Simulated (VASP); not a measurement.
**HfH2: single point with PBEsol**

Crystal: HfH2.

```
Hf H
1.0
    -1.72794    1.72794    2.13259
     1.72794   -1.72794    2.13259
     1.72794    1.72794   -2.13259
Hf H
1 2
Cartesian
  0.0000 0.0000 0.0000
  0.0000 1.7279 1.0663
  1.7279 0.0000 1.0663
```

```yaml
Program: VASP 6.6.1
Task: single point
Functional: PBEsol
Potentials_or_basis: VASP PAW PBE potentials, release 64 (Hf_pv, H)
Cutoff: 520 eV
k_mesh: 16 × 16 × 16
Occupations: fermi-dirac, width 0.15 eV
Spin: no spin polarisation
```

| Quantity | Value |
| --- | --- |
| Pressure | -0.6 GPa |
| Band gap on the k mesh | zero (band 6 reaches 6.19 eV, above the bottom of band 7 at 4.96 eV) |

Levels at points of the mesh, in eV from the Fermi level:
| k point | band 2 | band 3 | band 4 | band 5 | band 6 | band 7 | band 8 | band 9 | band 10 | band 11 |
| --- | --- | --- | --- | --- | --- | --- | --- | --- | --- | --- |
| (0.00, 0.00, 0.00) | -30.81 | -30.75 | -11.46 | -1.19 | -0.50 | -0.50 | 0.41 | 1.81 | 3.32 | 11.79 |
| (0.50, 0.00, 0.00) | -30.94 | -30.80 | -8.53 | -5.16 | -0.93 | 0.69 | 3.87 | 4.62 | 5.10 | 6.67 |
| (0.50, 0.50, 0.00) | -30.99 | -30.91 | -6.68 | -5.77 | -4.27 | 4.01 | 4.23 | 5.56 | 6.53 | 7.49 |
| (0.50, 0.50, 0.50) | -31.11 | -31.11 | -7.93 | -4.14 | -3.93 | 4.78 | 4.89 | 4.89 | 5.65 | 5.65 |

Wall time 82 s on 1 thread of Intel(R) Xeon(R) Platinum 8259CL CPU @ 2.50GHz (Skylake/Cascade Lake), with other jobs on the host, peak memory 0.24 GiB.

Caveat: the PAW data sets were made with another functional, which shifts forces and pressure a little; spin-orbit coupling is left out, which moves the levels of the heavy elements.
